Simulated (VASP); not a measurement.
# Cr (P6_3/mmc) in VASP: density of states with PBE

Aim: the density of states of Cr with PBE.

Everything below comes from runs of VASP 6.6.1. Logs are shortened: lines on timing, memory, paths and dates and some standing lists are left out, and cuts for length are marked.

**1. The cell of the first run**

Symmetry: P6_3/mmc, No. 194, hexagonal system. The conventional cell has a = 2.484 Å, b = 2.484 Å, c = 4.459 Å, α = 90.00°, β = 90.00°, γ = 120.00°. Cr (site symmetry -6m2) has 12 Cr at 2.48 to 2.65 Å within 3.3 Å.

**2. Density of states, PBE, collinear spin, ferromagnetic start**

Input file POSCAR:

```
Cr
1.0
    2.4835001701      0.0000000000      0.0000000000
   -1.2417500851      2.1507742376      0.0000000000
    0.0000000000      0.0000000000      4.4585597307
Cr
2
Direct
    0.3333333333      0.6666666667      0.7500000000
    0.6666666667      0.3333333333      0.2500000000
```

Input file INCAR.step1:

```
PREC     = Accurate       # precision mode
ENCUT    = 520            # plane-wave cutoff, eV
EDIFF    = 1E-6           # SCF threshold, eV
ISMEAR   = 0              # smearing method
SIGMA    = 0.05           # smearing width, eV
LREAL    = False          # projectors in reciprocal space
LASPH    = True           # aspherical terms in the spheres
NELM     = 150            # most SCF steps
ALGO     = Normal         # electronic algorithm
ISIF     = 2              # what is computed and relaxed
LWAVE    = False          # write WAVECAR
LCHARG   = True           # write CHGCAR
ISPIN    = 2              # spin polarisation
MAGMOM   = 0.05 0.05      # initial moments
LMAXMIX  = 4              # l up to which the mixer works
GGA      = PE             # functional
NBANDS   = 23             # bands
```

Input file KPOINTS.step1:

```
regular mesh
0
Gamma
  18 18 10
```

Input file INCAR.step2:

```
PREC     = Accurate       # precision mode
ENCUT    = 520            # plane-wave cutoff, eV
EDIFF    = 1E-6           # SCF threshold, eV
ISMEAR   = -5             # smearing method
SIGMA    = 0.05           # smearing width, eV
LREAL    = False          # projectors in reciprocal space
LASPH    = True           # aspherical terms in the spheres
NELM     = 150            # most SCF steps
ALGO     = Normal         # electronic algorithm
ISIF     = 2              # what is computed and relaxed
LWAVE    = False          # write WAVECAR
LCHARG   = False          # write CHGCAR
ISPIN    = 2              # spin polarisation
MAGMOM   = 0.05 0.05      # initial moments
LORBIT   = 10             # projections on sites
LMAXMIX  = 4              # l up to which the mixer works
GGA      = PE             # functional
NEDOS    = 2001           # points of the DOS
ICHARG   = 11             # starting density
```

Input file KPOINTS.step2:

```
regular mesh
0
Gamma
  27 27 15
```

Potentials or basis: VASP PAW PBE potentials, release 64 (Cr_pv).

On the command line:

```
cat potpaw_PBE.64/Cr_pv/POTCAR > POTCAR
cp INCAR.step1 INCAR
cp KPOINTS.step1 KPOINTS
mpirun -np 1 vasp_std > vasp.out
cp INCAR.step2 INCAR
cp KPOINTS.step2 KPOINTS
mpirun -np 1 vasp_std > vasp.out
```

OUTCAR:

```text
PREC = Accurate
   ENCUT = 520
   EDIFF = 1E-6
   ISMEAR = -5
   LREAL = False
   LASPH = True
   NELM = 150
   ISIF = 2
   ISPIN = 2
   LORBIT = 10
   GGA = PE
   ICHARG = 11

 ion  position               nearest neighbor table
   1  0.333  0.667  0.750-   2 2.65   2 2.65   2 2.65   2 2.65   2 2.65   2 2.65
   2  0.667  0.333  0.250-   1 2.65   1 2.65   1 2.65   1 2.65   1 2.65   1 2.65

  LATTYP: Found a hexagonal cell.
 ALAT       =     2.4835001701
 C/A-ratio  =     1.7952725691

  Lattice vectors:

 A1 = (   2.4835001701,   0.0000000000,   0.0000000000)
 A2 = (  -1.2417500851,   2.1507742376,   0.0000000000)
 A3 = (   0.0000000000,   0.0000000000,   4.4585597307)

Analysis of symmetry for initial positions (statically):
=====================================================================
 Subroutine PRICEL returns:
 Original cell was already a primitive cell.

 Routine SETGRP: Setting up the symmetry group for a
 hexagonal supercell.

 Subroutine GETGRP returns: Found 24 space group operations
 (whereof 12 operations were pure point group operations)
 out of a pool of 24 trial point group operations.

The static configuration has the point symmetry D_3d.
 The point group associated with its full space group is D_6h.

Analysis of symmetry for dynamics (positions and initial velocities):
=====================================================================
 Subroutine PRICEL returns:
 Original cell was already a primitive cell.

 Routine SETGRP: Setting up the symmetry group for a
 hexagonal supercell.

 Subroutine GETGRP returns: Found 24 space group operations
 (whereof 12 operations were pure point group operations)
 out of a pool of 24 trial point group operations.

The dynamic configuration has the point symmetry D_3d.
 The point group associated with its full space group is D_6h.

Analysis of structural, dynamic, and magnetic symmetry:
=====================================================================
 Subroutine PRICEL returns:
 Original cell was already a primitive cell.

 Routine SETGRP: Setting up the symmetry group for a
 hexagonal supercell.

 Subroutine GETGRP returns: Found 24 space group operations
 (whereof 12 operations were pure point group operations)
 out of a pool of 24 trial point group operations.

The overall configuration has the point symmetry D_3d.
 The point group associated with its full space group is D_6h.

 Subroutine INISYM returns: Found 24 space group operations
[... 121 lines left out ...]
  Fermi-wavevector in a.u.,A,eV,Ry     =   1.641323  3.101651 36.653293  2.693941
  Thomas-Fermi vector in A             =   2.731813
   LORBIT       =     10    0 simple, 1 ext, 2 COOP (PROOUT), +10 PAW based schemes
   GGA     = PE    functional components
   LHFCALC =     F    Hartree Fock is set to
   AEXX    =    0.0000 exact exchange contribution
   IVDW    =     0    specifies the selected vdW correction
   LEPSILON=     F    determine dielectric tensor
   LRPA    =     F    only Hartree local field effects (RPA)
 spin polarized calculation
 Fermi weights with tetrahedron method with Bloechl corrections
  energy-cutoff  :      520.00
  volume of cell :       23.82
 maximum number of plane-waves:       664

 number of electron      23.9999997 magnetization       0.0000096

 Free energy of the ion-electron system (eV)
  ---------------------------------------------------
  ext. energy  EPLUGINS =         0.00000000
  ---------------------------------------------------
  free energy    TOTEN  =       -18.22407685 eV

  energy without entropy =      -18.22407685  energy(sigma->0) =      -18.22407685

 E-fermi :  10.3974     XC(G=0): -13.4743

 val. band max:       10.4215383278   @ k =   0.4074   0.0000   0.1333
 cond. band min:      10.3578868281   @ k =   0.1481   0.1111   0.0000
 fundamental gap:     -0.0636514997
 Fermi energy:        10.3973589690

 spin component 1

 k-point     1 :       0.0000    0.0000    0.0000
  band No.  band energies     occupation
      1     -32.8706      1.00000
      2     -32.2121      1.00000
      3     -32.0394      1.00000
      4     -32.0394      1.00000
      5     -31.9772      1.00000
      6     -31.9772      1.00000
[... 435 lines left out ...]
      5     -32.2405      1.00000
      6     -32.1312      1.00000
[... 8 lines left out ...]
     15      12.6489      0.00000
     16      12.7931      0.00000

 [... further k-points ...]

 spin component 2

 k-point     1 :       0.0000    0.0000    0.0000
  band No.  band energies     occupation
      1     -32.8706      1.00000
      2     -32.2121      1.00000
      3     -32.0394      1.00000
      4     -32.0393      1.00000
      5     -31.9772      1.00000
      6     -31.9772      1.00000
[... 435 lines left out ...]
      5     -32.2405      1.00000
      6     -32.1312      1.00000
[... 8 lines left out ...]
     15      12.6489      0.00000
     16      12.7931      0.00000

 [... further k-points ...]

------------------------ aborting loop because EDIFF is reached ----------------------------------------

  FORCE on cell =-STRESS in cart. coord.  units (eV):
  Direction    XX          YY          ZZ          XY          YZ          ZX
  --------------------------------------------------------------------------------------
  -------------------------------------------------------------------------------------
  Total       -0.1591178     -0.1591178     -0.2386950      0.0000000     -0.0000000      0.0000000
  in kB      -10.7047278    -10.7047278    -16.0583252      0.0000000     -0.0000000      0.0000000
  external PRESSURE =     -12.4892603 kB  Pullay stress =       0.0000000 kB

 VOLUME and BASIS-vectors are now :
 -----------------------------------------------------------------------------
  energy-cutoff  :      520.00
  volume of cell :       23.82
      direct lattice vectors                 reciprocal lattice vectors
     2.483500170  0.000000000  0.000000000     0.402657512  0.232474423  0.000000000
    -1.241750085  2.150774238  0.000000000     0.000000000  0.464948846  0.000000000
     0.000000000  0.000000000  4.458559731     0.000000000  0.000000000  0.224287676

 POSITION                                       TOTAL-FORCE (eV/Angst)
 -----------------------------------------------------------------------------------
     -0.00000      1.43385      3.34392        -0.000000      0.000000      0.000000
      1.24175      0.71692      1.11464         0.000000      0.000000      0.000000
 -----------------------------------------------------------------------------------
    total drift:                               -0.000000      0.000000     -0.000000

  FREE ENERGIE OF THE ION-ELECTRON SYSTEM (eV)
  ---------------------------------------------------
  free  energy   TOTEN  =       -18.2240768452 eV

  energy  without entropy=      -18.2240768452  energy(sigma->0) =      -18.22407685

 total charge

# of ion       s       p       d       tot
------------------------------------------
    1        0.442   6.372   4.210  11.024
    2        0.442   6.372   4.210  11.024
--------------------------------------------------
tot          0.883  12.745   8.420  22.047

 magnetization (x)

# of ion       s       p       d       tot
------------------------------------------
    1        0.000   0.000   0.000   0.000
    2        0.000   0.000   0.000   0.000
--------------------------------------------------
tot          0.000   0.000   0.000   0.000
```

OUTCAR.step1:

```text
PREC = Accurate
   ENCUT = 520
   EDIFF = 1E-6
   ISMEAR = 0
   LREAL = False
[... 1497 lines left out ...]
     -0.00000      1.43385      3.34392         0.000000      0.000000      0.000000
      1.24175      0.71692      1.11464        -0.000000      0.000000      0.000000
 -----------------------------------------------------------------------------------
    total drift:                               -0.000000      0.000000     -0.000000

  FREE ENERGIE OF THE ION-ELECTRON SYSTEM (eV)
  ---------------------------------------------------
  free  energy   TOTEN  =       -18.2275532100 eV

  energy  without entropy=      -18.2244509154  energy(sigma->0) =      -18.22600206
```

OSZICAR.step1:

```text
N       E                     dE             d eps       ncg     rms          rms(c)
DAV:   1     0.240930430761E+03    0.24093E+03   -0.13596E+04 20560   0.128E+03
DAV:   2    -0.133746555831E+02   -0.25431E+03   -0.24544E+03 20879   0.380E+02
DAV:   3    -0.212892603883E+02   -0.79146E+01   -0.78586E+01 25996   0.785E+01
DAV:   4    -0.213591372609E+02   -0.69877E-01   -0.69794E-01 21458   0.751E+00
DAV:   5    -0.213600305233E+02   -0.89326E-03   -0.89316E-03 21740   0.802E-01    0.173E+01
DAV:   6    -0.182872066839E+02    0.30728E+01   -0.10385E+01 23063   0.369E+01    0.269E+00
DAV:   7    -0.182487046307E+02    0.38502E-01   -0.25488E-01 21411   0.506E+00    0.128E+00
DAV:   8    -0.182276988050E+02    0.21006E-01   -0.92288E-03 23945   0.918E-01    0.283E-01
DAV:   9    -0.182275529545E+02    0.14585E-03   -0.89293E-04 21768   0.323E-01    0.125E-01
DAV:  10    -0.182275574753E+02   -0.45207E-05   -0.64413E-05 23924   0.713E-02    0.371E-02
DAV:  11    -0.182275605878E+02   -0.31126E-05   -0.82565E-06 23609   0.299E-02    0.136E-02
DAV:  12    -0.182275553233E+02    0.52645E-05   -0.59648E-07 12508   0.837E-03    0.582E-03
DAV:  13    -0.182275531727E+02    0.21507E-05   -0.12415E-07 10800   0.355E-03    0.713E-04
DAV:  14    -0.182275532100E+02   -0.37293E-07   -0.15367E-08 10569   0.142E-03
   1 F= -.18227553E+02 E0= -.18226002E+02  d E =-.310229E-02  mag=     0.0000
```

Wall time 3.6 min (1 thread of Intel Xeon Platinum 8559C (Emerald Rapids), shared host); peak memory 0.45 GiB.

Results:

| Item | Value |
| --- | --- |
| Net moment | 0.00 μB per cell |
| Valence electrons inside the program's atomic spheres | Cr 11.02 |

Caveat: tetrahedron occupations give inexact forces and stress in metals.
